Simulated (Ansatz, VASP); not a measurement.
# KTaO3: VASP beside Ansatz

INCAR

```
ALGO     = Normal         # electronic algorithm
EDIFF    = 1E-8           # SCF threshold, eV
ENCUT    = 520            # plane-wave cutoff, eV
GGA      = PE             # functional
ISIF     = 2              # what is computed and relaxed
ISMEAR   = -1             # smearing method
LASPH    = True           # aspherical terms in the spheres
LCHARG   = False          # write CHGCAR
LEFG     = True         
LREAL    = False          # projectors in reciprocal space
LWAVE    = False          # write WAVECAR
NBANDS   = 27             # bands
NELM     = 80             # most SCF steps
PREC     = Accurate       # precision mode
SIGMA    = 0.01           # smearing width, eV
```

File KPOINTS:

```
k-points
0
Gamma
  5 5 5
```

Contents of POSCAR:

```
KTaO3
1.0
    4.0407836503      0.0000000000      0.0000000000
    0.0000000000      4.0407836503      0.0000000000
    0.0000000000      0.0000000000      4.0407836503
K Ta O
1 1 3
Direct
    0.5000000000      0.5000000000      0.5000000000
    0.0000000000      0.0000000000      0.0000000000
    0.5000000000      0.0000000000      0.0000000000
    0.0000000000      0.5000000000      0.0000000000
    0.0000000000      0.0000000000      0.5000000000
```

Input for Ansatz:

```yaml
crystal:
  lattice:
    - [4.0407836503, 0.0, 0.0]
    - [0.0, 4.0407836503, 0.0]
    - [0.0, 0.0, 4.0407836503]
  atoms:
    - { symbol: K, position: [0.5, 0.5, 0.5] }
    - { symbol: Ta, position: [0.0, 0.0, 0.0] }
    - { symbol: O, position: [0.5, 0.0, 0.0] }
    - { symbol: O, position: [0.0, 0.5, 0.0] }
    - { symbol: O, position: [0.0, 0.0, 0.5] }
kpoints:
  mp_grid: { grid: [5, 5, 5] }
scf:
  occupations: { method: fermi_dirac, width: 0.01 }
hamiltonian:
  xc: pbe
  pseudopotentials: { kind: paw }
output:
  forces: true
  stress: true
  eigenvalues: true
  efg: { contact_densities: true }
```

Change from the starting cell: volume scaled by 1.04, PAW files.

Alike in both runs: task electric field gradients; functional PBE; k mesh 5 × 5 × 5; occupations fermi-dirac, width 0.01 eV; no spin polarisation.

|  | VASP | Ansatz |
| --- | --- | --- |
| version | VASP 6.6.1 | Ansatz 0.2.0 |
| potentials or method | VASP PAW PBE potentials, release 64 (K_sv, Ta_pv, O) | PAW with Ansatz's default frozen-core files, scalar-relativistic |
| plane-wave cutoff (eV) | 520 | 420 |
| valence electrons in the cell | 38 | 40 |

Ansatz gave:

| Property | Result |
| --- | --- |
| gap on the k mesh at the Fermi level (eV) | 2.23 |
| pressure (GPa) | -2.2 |
| size of Vzz on the site where it differs most (V/Å²) | 27.7 |

Estimate VASP's values.

gap on the k mesh at the Fermi level (eV): 2.19; pressure (GPa): -1.7; size of Vzz on the site where it differs most (V/Å²): 25.5.

The functional is the same, so the differences come from potentials, cutoffs and numerics. VASP's potentials hold 38 valence electrons a cell and Ansatz's 40, so a difference there can come from the potentials and not from the codes.

Spin-orbit coupling is off throughout.
